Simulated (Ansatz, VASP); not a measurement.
**Al: VASP beside Ansatz**

INCAR

```
PREC = Accurate
ENCUT = 520
EDIFF = 1E-6
ISMEAR = 0
SIGMA = 0.15
LREAL = F
LASPH = T
NELM = 80
ALGO = Fast
ISIF = 2
LWAVE = F
LCHARG = T
GGA = CA
LELF = T
LVHAR = T
NBANDS = 8
```

Contents of KPOINTS:

```
Automatic mesh
0
Gamma
  20 20 20
```

Contents of POSCAR:

```
Al
1.0
   -1.6707796245      1.6707796245      1.6707796245
    1.6707796245     -1.6707796245      1.6707796245
    1.6707796245      1.6707796245     -1.6707796245
Al
1
Direct
    0.0000000000      0.0000000000      0.0000000000
```

Input for Ansatz:

```yaml
crystal:
  lattice:
    - [-1.6707796245, 1.6707796245, 1.6707796245]
    - [1.6707796245, -1.6707796245, 1.6707796245]
    - [1.6707796245, 1.6707796245, -1.6707796245]
  atoms:
    - { symbol: Al, position: [0.0, 0.0, 0.0] }
basis:
  ecutwfc: 420
kpoints:
  mp_grid: { grid: [20, 20, 20] }
hamiltonian:
  xc: lda
scf:
  occupations: { method: gaussian, width: 0.15 }
output:
  forces: true
  stress: true
  eigenvalues: true
```

Change from the starting cell: strain +0.050 along x and y, +0.050 along z, atoms carried along.

Alike in both runs: task single point; functional LDA; k mesh 20 × 20 × 20; occupations gaussian, width 0.15 eV; no spin polarisation.

|  | VASP | Ansatz |
| --- | --- | --- |
| version | VASP 6.6.1 | Ansatz 0.2.0 |
| potentials or method | VASP PAW LDA potentials, release 64 (Al), cutoff 520 eV | scalar-relativistic, plane waves, PAW |
| valence electrons in the cell | 3 | 3 |

|  | VASP | Ansatz | Ansatz less VASP |
| --- | --- | --- | --- |
| gap on the k mesh at the Fermi level (eV) | none | none | - |
| pressure (GPa) | -7.6 | -7.6 | -0.02 |

LDA's correlation is that of Perdew and Zunger in VASP and of Perdew and Wang (1992) in Ansatz. A gap of «none» marks a metal or a gap that the smearing closes.
